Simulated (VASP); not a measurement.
# CrNi (R-3m) in VASP: notebook

Runs on CrNi. Level: PBE. Tasks: single point.

All numbers are computed with VASP 6.6.1; they aren't measurements. Logs are shortened: lines on timing, memory, paths and dates and some standing lists are left out, and cuts for length are marked.

## (1) The cell of the first run

The structure is trigonal, space group R-3m (No. 166). Conventional cell: a = 2.489 Å, b = 2.489 Å, c = 12.443 Å, α = 90.00°, β = 90.00°, γ = 120.00°. Within 3.3 Å of Ni (site symmetry -3m) lie 6 Ni at 2.49 Å and 6 Cr at 2.52 Å. Within 3.3 Å of Cr (site symmetry -3m) lie 6 Cr at 2.49 Å and 6 Ni at 2.52 Å.

## (2) Single point, PBE, collinear spin, ferrimagnetic start

Input file INCAR:

```
PREC = Accurate
ENCUT = 520
EDIFF = 1E-7
ISMEAR = -1
SIGMA = 0.05
LREAL = False
LASPH = True
NELM = 150
ALGO = Normal
ISIF = 2
LWAVE = False
LCHARG = False
ISPIN = 2
MAGMOM = 1 -1.5
LORBIT = 11
LMAXMIX = 4
GGA = PE
NBANDS = 22
```

Input file KPOINTS:

```
Automatic mesh
0
Gamma
  12 12 12
```

Input file POSCAR:

```
CrNi
1.0
    1.2444927944      0.7185082499      4.1478027932
   -1.2444927944      0.7185082499      4.1478027932
    0.0000000000     -1.4370164997      4.1478027932
Ni Cr
1 1
Direct
    0.5000000000      0.5000000000      0.5000000000
    0.0000000000      0.0000000000      0.0000000000
```

Potentials or basis: VASP PAW PBE potentials, release 64 (Ni, Cr_pv).

Run with:

```sh
> cat potpaw_PBE.64/Ni/POTCAR potpaw_PBE.64/Cr_pv/POTCAR > POTCAR
> mpirun -np 1 vasp_std > vasp.out
```

OUTCAR:

```text
PREC = Accurate
   ENCUT = 520
   EDIFF = 1E-7
   ISMEAR = -1
   LREAL = False
   LASPH = True
   NELM = 150
   ISIF = 2
   ISPIN = 2
   LORBIT = 11
   GGA = PE

 ion  position               nearest neighbor table
   1  0.500  0.500  0.500-   2 2.52   2 2.52   2 2.52   2 2.52   2 2.52   2 2.52
   2  0.000  0.000  0.000-   1 2.52   1 2.52   1 2.52   1 2.52   1 2.52   1 2.52

  LATTYP: Found a trigonal (rhomboedric) cell.
 ALAT       =     4.3896793085
 COS(alpha) =     0.8392506664

  Lattice vectors:

 A1 = (   1.2444927944,   0.7185082499,   4.1478027932)
 A2 = (  -1.2444927944,   0.7185082499,   4.1478027932)
 A3 = (   0.0000000000,  -1.4370164997,   4.1478027932)

Analysis of symmetry for initial positions (statically):
=====================================================================
 Subroutine PRICEL returns:
 Original cell was already a primitive cell.

 Routine SETGRP: Setting up the symmetry group for a
 trigonal (rhombohedral) supercell.

 Subroutine GETGRP returns: Found 12 space group operations
 (whereof 12 operations were pure point group operations)
 out of a pool of 12 trial point group operations.

The static configuration has the point symmetry D_3d.

Analysis of symmetry for dynamics (positions and initial velocities):
=====================================================================
 Subroutine PRICEL returns:
 Original cell was already a primitive cell.

 Routine SETGRP: Setting up the symmetry group for a
 trigonal (rhombohedral) supercell.

 Subroutine GETGRP returns: Found 12 space group operations
 (whereof 12 operations were pure point group operations)
 out of a pool of 12 trial point group operations.

The dynamic configuration has the point symmetry D_3d.

Analysis of structural, dynamic, and magnetic symmetry:
=====================================================================
 Subroutine PRICEL returns:
 Original cell was already a primitive cell.

 Routine SETGRP: Setting up the symmetry group for a
 trigonal (rhombohedral) supercell.

 Subroutine GETGRP returns: Found 12 space group operations
 (whereof 12 operations were pure point group operations)
 out of a pool of 12 trial point group operations.

The overall configuration has the point symmetry D_3d.

 Subroutine INISYM returns: Found 12 space group operations
 (whereof 12 operations are pure point group operations),
[... 115 lines left out ...]
     AMIX     =   0.40;   BMIX     =  1.00
     AMIX_MAG =   1.60;   BMIX_MAG =  1.00
  volume/ion in A,a.u.               =      11.13        75.09
  Fermi-wavevector in a.u.,A,eV,Ry     =   1.630865  3.081887 36.187676  2.659719
  Thomas-Fermi vector in A             =   2.723095
   LORBIT       =     11    0 simple, 1 ext, 2 COOP (PROOUT), +10 PAW based schemes
   GGA     = PE    functional components
   LHFCALC =     F    Hartree Fock is set to
   AEXX    =    0.0000 exact exchange contribution
   IVDW    =     0    specifies the selected vdW correction
   LEPSILON=     F    determine dielectric tensor
   LRPA    =     F    only Hartree local field effects (RPA)
 spin polarized calculation
  energy-cutoff  :      520.00
  volume of cell :       22.25
 maximum number of plane-waves:       613
 NGX is ok and might be reduce to    36
   NGX = 17   NGY = 17   NGZ = 17

 number of electron      22.0000003 magnetization      -0.0000144

 number of electron      22.0000003 magnetization       0.0000069

 Free energy of the ion-electron system (eV)
  ---------------------------------------------------
  ext. energy  EPLUGINS =         0.00000000
  ---------------------------------------------------
  free energy    TOTEN  =       -14.70547796 eV

  energy without entropy =      -14.68048612  energy(sigma->0) =      -14.69298204

 E-fermi :  10.3233     XC(G=0): -13.5174

 val. band max:       10.3144155103   @ k =  -0.3333   0.1667   0.0000
 cond. band min:      10.3244028313   @ k =   0.0833   0.0833   0.0833
 fundamental gap:      0.0099873211
 Fermi energy:        10.3233142851

 spin component 1

 k-point     1 :       0.0000    0.0000    0.0000
  band No.  band energies     occupation
      1     -32.8559      1.00000
      2     -32.2094      1.00000
      3     -32.2094      1.00000
      4       1.7629      1.00000
      5       5.7444      1.00000
      6       8.2647      1.00000
[... 589 lines left out ...]
     21      25.5864      0.00000
     22      27.9918      0.00000

 [... further k-points ...]

 spin component 2

 k-point     1 :       0.0000    0.0000    0.0000
  band No.  band energies     occupation
      1     -32.8559      1.00000
      2     -32.2093      1.00000
      3     -32.2093      1.00000
      4       1.7629      1.00000
      5       5.7444      1.00000
      6       8.2647      1.00000
[... 589 lines left out ...]
     21      25.5864      0.00000
     22      27.9918      0.00000

 [... further k-points ...]

------------------------ aborting loop because EDIFF is reached ----------------------------------------

  FORCE on cell =-STRESS in cart. coord.  units (eV):
  Direction    XX          YY          ZZ          XY          YZ          ZX
  --------------------------------------------------------------------------------------
  -------------------------------------------------------------------------------------
  Total        0.0631557      0.0631557      0.5377011      0.0000000      0.0000000      0.0000000
  in kB        4.5470489      4.5470489     38.7131058      0.0000000      0.0000000      0.0000000
  external PRESSURE =      15.9357346 kB  Pullay stress =       0.0000000 kB

 VOLUME and BASIS-vectors are now :
 -----------------------------------------------------------------------------
  energy-cutoff  :      520.00
  volume of cell :       22.25
      direct lattice vectors                 reciprocal lattice vectors
     1.244492794  0.718508250  4.147802793     0.401770104  0.231962078  0.080363834
    -1.244492794  0.718508250  4.147802793    -0.401770104  0.231962078  0.080363834
     0.000000000 -1.437016500  4.147802793     0.000000000 -0.463924156  0.080363834

 POSITION                                       TOTAL-FORCE (eV/Angst)
 -----------------------------------------------------------------------------------
      0.00000      0.00000      6.22170         0.000000      0.000000      0.000000
      0.00000      0.00000      0.00000        -0.000000      0.000000     -0.000000
 -----------------------------------------------------------------------------------
    total drift:                                0.000000     -0.000000      0.000000

  FREE ENERGIE OF THE ION-ELECTRON SYSTEM (eV)
  ---------------------------------------------------
  free  energy   TOTEN  =       -14.7054779638 eV

  energy  without entropy=      -14.6804861159  energy(sigma->0) =      -14.69298204

 total charge

# of ion       s       p       d       tot
------------------------------------------
    1        0.528   0.573   8.316   9.417
    2        0.440   6.357   4.210  11.007
--------------------------------------------------
tot          0.968   6.930  12.525  20.423

 magnetization (x)

# of ion       s       p       d       tot
------------------------------------------
    1       -0.000  -0.000  -0.000  -0.000
    2        0.000   0.000   0.000   0.000
--------------------------------------------------
tot         -0.000  -0.000   0.000   0.000
```

OSZICAR:

```text
N       E                     dE             d eps       ncg     rms          rms(c)
DAV:   1     0.159847440235E+03    0.15985E+03   -0.10779E+04 17382   0.128E+03
DAV:   2    -0.111278336262E+02   -0.17098E+03   -0.16250E+03 16854   0.306E+02
DAV:   3    -0.172711058478E+02   -0.61433E+01   -0.60609E+01 18906   0.687E+01
DAV:   4    -0.173312998072E+02   -0.60194E-01   -0.60178E-01 18578   0.659E+00
[... 11 lines left out ...]
DAV:  16    -0.147054768954E+02   -0.87592E-05   -0.22228E-05 20698   0.411E-02    0.109E-02
DAV:  17    -0.147054773957E+02   -0.50028E-06   -0.36564E-06 20972   0.177E-02    0.327E-03
DAV:  18    -0.147054776854E+02   -0.28965E-06   -0.56494E-07 17732   0.546E-03    0.141E-03
DAV:  19    -0.147054778742E+02   -0.18880E-06   -0.92754E-08  8896   0.232E-03    0.528E-04
DAV:  20    -0.147054779638E+02   -0.89627E-07   -0.11734E-08  8490   0.114E-03
   1 F= -.14705478E+02 E0= -.14692982E+02  d E =-.249918E-01  mag=    -0.0000
```

It took 17 min on 1 thread of Oxide Virtual Turin-like, shared host; peak memory 0.32 GiB.

Results:

```
Free energy                                           : -14.7055 eV
Pressure                                              : 1.6 GPa
Band gap on the k mesh                                : zero (filled and empty bands overlap)
Net moment                                            : 0.00 μB per cell
Valence electrons inside the program's atomic spheres : Ni 9.42; Cr 11.01
```

Caveat: an empty level that is flat over the whole mesh can mark a ghost state of the potentials, or a narrow d or f band; the moments typed at the start vanished in this run.

## (3) Single point, PBE, collinear spin, ferromagnetic start

Input file INCAR:

```
PREC = Accurate
ENCUT = 520
EDIFF = 1E-6
ISMEAR = -1
SIGMA = 0.05
LREAL = False
LASPH = True
NELM = 150
ALGO = Fast
ISIF = 2
LWAVE = False
LCHARG = False
ISPIN = 2
MAGMOM = 0.05 2.05
LORBIT = 11
LMAXMIX = 4
GGA = PE
NBANDS = 22
```

KPOINTS is that of step 2.

POSCAR is that of step 2.

Potentials or basis: VASP PAW PBE potentials, release 64 (Ni, Cr_pv).

Run with:

```sh
> cat potpaw_PBE.64/Ni/POTCAR potpaw_PBE.64/Cr_pv/POTCAR > POTCAR
> mpirun -np 1 vasp_std > vasp.out
```

Run time: 16 min. Hardware: 1 thread of Oxide Virtual Turin-like, shared host; peak memory 0.32 GiB.

It converged, with:

* Free energy: -14.7055 eV
* Pressure: 1.6 GPa
* Band gap on the k mesh: zero (filled and empty bands overlap)
* Net moment: 0.00 μB per cell
* Valence electrons inside the program's atomic spheres: Ni 9.42; Cr 11.01

Stress tensor (GPa, compression positive):
```
0.48 0.00 0.00
0.00 0.48 0.00
0.00 0.00 3.90
```

Levels at points of the mesh, in eV from the Fermi level:
Spin up:
| k point | band 9 | band 10 | band 11 | band 12 | band 13 | band 14 |
| --- | --- | --- | --- | --- | --- | --- |
| (0.00, 0.00, 0.00) | -1.53 | -1.53 | -0.15 | 0.02 | 0.02 | 1.67 |
| (0.50, 0.00, 0.00) | -1.51 | -1.04 | -0.28 | 0.70 | 2.74 | 2.92 |
| (0.50, 0.50, 0.00) | -0.28 | 0.13 | 0.25 | 1.39 | 1.65 | 2.75 |
| (0.50, 0.50, 0.50) | -1.65 | -1.16 | -1.16 | -0.32 | -0.32 | 1.40 |
Spin down:
```tsv
k point	band 7	band 8	band 9	band 10	band 11	band 12	band 13	band 14	band 15	band 16
(0.00, 0.00, 0.00)	-2.06	-1.79	-1.53	-1.53	-0.15	0.02	0.02	1.67	1.67	7.29
(0.50, 0.00, 0.00)	-2.90	-2.24	-1.51	-1.04	-0.28	0.70	2.74	2.92	4.50	7.29
(0.50, 0.50, 0.00)	-1.93	-1.79	-0.28	0.13	0.25	1.39	1.65	2.75	3.09	7.27
(0.50, 0.50, 0.50)	-1.96	-1.96	-1.65	-1.16	-1.16	-0.32	-0.32	1.40	1.40	7.30
```

Caveat: an empty level that is flat over the whole mesh can mark a ghost state of the potentials, or a narrow d or f band; the moments typed at the start vanished in this run.
